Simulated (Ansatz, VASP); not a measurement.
# AlSn: VASP beside Ansatz

```
CELL_PARAMETERS angstrom
4.30720 0.00000 0.00000
-2.15360 3.73014 0.00000
0.00000 0.00000 3.39278
ATOMIC_POSITIONS crystal
Al 0.00000 0.00000 0.00000
Sn 0.33333 0.66667 0.50000
```

Alike in both runs: task single point; functional PBE; k mesh 8 × 8 × 9; no spin polarisation.

|  | VASP | Ansatz |
| --- | --- | --- |
| version | VASP 6.6.1 | Ansatz 0.2.0 |
| potentials or method | VASP PAW PBE potentials, release 64 (Al, Sn_d), cutoff 520 eV | plane waves, PAW |
| occupations | methfessel-paxton of order 1, width 0.1 eV | cold, width 0.1 eV |
| valence electrons in the cell | 17 | 17 |

Ansatz gave:

* pressure (GPa): -3.0
* traceless stress, the component that is largest in VASP (GPa): -1.20

Estimate VASP's values.

pressure (GPa): -3.0; traceless stress, the component that is largest in VASP (GPa): -1.05.

Ansatz's warnings: stress scf threshold loose.
